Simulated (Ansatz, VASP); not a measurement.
PbS in VASP and in Ansatz

```
CELL_PARAMETERS angstrom
3.65366 0.00000 0.00000
0.00000 3.65366 0.00000
0.00000 0.00000 3.65366
ATOMIC_POSITIONS crystal
Pb 0.00000 0.00000 0.00000
S 0.50000 0.50000 0.50000
```

Alike in both runs: task relaxation of cell and atoms; functional r2SCAN; dispersion D3(BJ); k mesh 7 × 7 × 7; occupations fermi-dirac, width 0.05 eV; no spin polarisation.

```csv
,VASP,Ansatz
version,VASP 6.6.1,Ansatz 0.2.0
potentials or method,"VASP PAW PBE potentials, release 64 (Pb_d, S)",Ansatz PAW
plane-wave cutoff (eV),600,500
valence electrons in the cell,20,20
```

|  | VASP | Ansatz | Ansatz less VASP |
| --- | --- | --- | --- |
| relaxed volume (Å³/atom) | 23.63 | 23.62 | -0.013 |
| relaxed cell length with the largest relative difference (Å) | 3.616 | 3.615 | -0.0007 |

VASP's potentials were made for PBE, not for r2SCAN.

Neither program's run includes spin-orbit coupling. Noted on Ansatz's run: the plane-wave basis is chosen anew once the cell has moved, so the energies of steps on either side of that aren't comparable.
